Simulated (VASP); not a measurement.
A run of VASP 6.6.1 is set up as follows.

INCAR

```
SYSTEM = YN
PREC     = Accurate       ! precision mode
ENCUT    = 600            ! plane-wave cutoff, eV
EDIFF    = 1E-6           ! SCF threshold, eV
ISMEAR   = 0              ! smearing method
SIGMA    = 0.01           ! smearing width, eV
LREAL    = .False.        ! projectors in reciprocal space
LASPH    = .True.         ! aspherical terms in the spheres
NELM     = 120            ! most SCF steps
ALGO     = Normal         ! electronic algorithm
ISIF     = 2              ! what is computed and relaxed
LWAVE    = .False.        ! write WAVECAR
LCHARG   = .False.        ! write CHGCAR
GGA      = PE             ! functional
NBANDS   = 15             ! bands
GGA_COMPAT= .False.
```

Contents of KPOINTS:

```
regular mesh
0
Gamma
  8 8 8
  0 0 0
```

POSCAR

```
YN
1.0
    0.0000000000      2.4055432573      2.4055432573
    2.4055432573      0.0000000000      2.4055432573
    2.4055432573      2.4055432573      0.0000000000
Y N
1 1
Direct
    0.0000000000      0.0000000000      0.0000000000
    0.5000000000      0.5000000000      0.5000000000
```

Potentials or basis: VASP PAW PBE potentials, release 64 (Y_sv, N).

The run is started by

```bash
$ cat potpaw_PBE.64/Y_sv/POTCAR potpaw_PBE.64/N/POTCAR > POTCAR
$ mpirun -np 1 vasp_std > vasp.out
```

(1) What does it give for the pressure?

(2) Estimate the band gap on the k mesh.

Results:

(1) 10.3 GPa.

(2) 0.10 eV (least direct gap 0.44 eV).

Caveat: the cell stands under pressure; semilocal functionals underestimate gaps, and a narrow one can read as zero.
